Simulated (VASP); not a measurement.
Ca2Sn2N: single point with PBE

Ca2Sn2N:

```xyz
5
Lattice="1.7960 1.0369 10.5948 -1.7960 1.0369 10.5948 0.0000 -2.0738 10.5948" Properties=species:S:1:pos:R:3 pbc="T T T"
Ca    0.0000    0.0000   22.4434
Ca    0.0000    0.0000    9.3410
Sn    0.0000    0.0000   27.6599
Sn    0.0000    0.0000    4.1246
N     0.0000    0.0000    0.0000
```

```json
{
 "Program": "VASP 6.6.1",
 "Task": "single point",
 "Functional": "PBE",
 "Potentials or basis": "VASP PAW PBE potentials, release 64 (Ca_sv, Sn_d, N)",
 "Cutoff": "520 eV",
 "k mesh": "5 × 5 × 5",
 "Occupations": "gaussian, width 0.2 eV",
 "Spin": "no spin polarisation",
 "Dipole correction": "no",
 "Further INCAR settings": "ALGO = Normal; EDIFF = 1e-06; NBANDS = 34"
}
```

The pressure is -0.1 GPa. The largest force is 0.040 eV/Å.

Forces on the atoms (eV/Å):
```
Ca   0.000  0.000  0.040
Ca   0.000  0.000 -0.040
Sn   0.000  0.000  0.035
Sn   0.000  0.000 -0.035
N    0.000  0.000  0.000
```

Stress tensor (GPa, compression positive):
```
-0.35  0.00  0.00
 0.00 -0.35  0.00
 0.00  0.00  0.29
```

Levels at points of the mesh, in eV from the Fermi level:
| k point | band 25 | band 26 | band 27 | band 28 | band 29 | band 30 |
| --- | --- | --- | --- | --- | --- | --- |
| (0.00, 0.00, 0.00) | -1.39 | 1.73 | 2.35 | 3.42 | 3.42 | 4.33 |

Run time: 6.6 min on 1 thread of Intel(R) Xeon(R) 6975P-C (Granite Rapids), with other jobs on the host, peak memory 0.93 GiB.

Caveat: the k points lie up to 0.41 Å⁻¹ apart; spin-orbit coupling is left out, which moves the levels of the heavy elements.
